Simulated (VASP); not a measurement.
Al, 1 atom in the cell. It takes space group Im-3m (No. 229, cubic). Conventional cell: a = 3.182 Å, b = 3.182 Å, c = 3.182 Å, α = 90.00°, β = 90.00°, γ = 90.00°. Al (site symmetry m-3m) has 14 Al at 2.76 to 3.18 Å within 3.6 Å. 

* Program: VASP 6.6.1
* Task: single point
* Functional: PBEsol
* Potentials or basis: VASP PAW PBE potentials, release 64 (Al)
* Cutoff: 520 eV
* k mesh: 12 × 12 × 12
* Occupations: fermi-dirac, width 0.2 eV
* Spin: no spin polarisation
* Dipole correction: no
* Further INCAR settings: ALGO = Normal; EDIFF = 1e-06; NBANDS = 8

Potentials or basis: VASP PAW PBE potentials, release 64 (Al).

The run is started by

```console
$ cat potpaw_PBE.64/Al/POTCAR > POTCAR
$ mpirun -np 1 vasp_std > vasp.out
```

Hardware: 1 thread of AMD EPYC 7R13, on a shared host.

Problem. Estimate the wall time of this run.

Solution. It took 12 s on 1 thread of AMD EPYC 7R13, with other jobs on the host, peak memory 0.09 GiB. Counts: scf iterations 9, k points 72.
